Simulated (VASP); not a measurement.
Set up this calculation in VASP 6.6.1, as the native input.

```
Task                   : single point
Functional             : PBEsol
Potentials or basis    : VASP PAW PBE potentials, release 64 (Na_pv, H, I)
Cutoff                 : 520 eV
k mesh                 : 4 × 4 × 3
Occupations            : methfessel-paxton, width 0.0643 eV
Spin                   : no spin polarisation
Dipole correction      : no
Further INCAR settings : ALGO = Normal; EDIFF = 1e-06; NBANDS = 24
```

The structure of NaHI lies in POSCAR:

```
NaHI
1.0
    4.4465981928      0.0000000000      0.0000000000
    0.0000000000      4.4465981928      0.0000000000
    0.0000000000      0.0000000000      6.3376708684
Na H I
2 2 2
Direct
    0.0000000000      0.5000000000      0.1989324327
    0.5000000000      0.0000000000      0.8010675673
    0.0000000000      0.0000000000      0.0000000000
    0.5000000000      0.5000000000      0.0000000000
    0.0000000000      0.5000000000      0.7201171570
    0.5000000000      0.0000000000      0.2798828430
```

These files were run (other wordings do the same):

INCAR

```
ALGO = Normal
EDIFF = 1E-6
ENCUT = 520
GGA = PS
ISIF = 2
ISMEAR = 1
LASPH = T
LCHARG = F
LREAL = F
LWAVE = F
NBANDS = 24
NELM = 100
PREC = Accurate
SIGMA = 0.0643
```

KPOINTS

```
k-points
0
Gamma
  4 4 3
```

Potentials or basis: VASP PAW PBE potentials, release 64 (Na_pv, H, I).

Command:

```console
$ cat potpaw_PBE.64/Na_pv/POTCAR potpaw_PBE.64/H/POTCAR potpaw_PBE.64/I/POTCAR > POTCAR
$ mpirun -np 1 vasp_std > vasp.out
```

It gave:

```
Pressure               : 0.0 GPa
Band gap on the k mesh : zero (bands 15 and 16 overlap by 0.97 eV)
```

Caveat: the PAW data sets were made with another functional, which shifts forces and pressure a little; spin-orbit coupling is left out, which moves the levels of the heavy elements.

It took 24 s on 1 thread of Intel(R) Xeon(R) Platinum 8488C (Sapphire Rapids), on a shared host, peak memory 0.25 GiB.
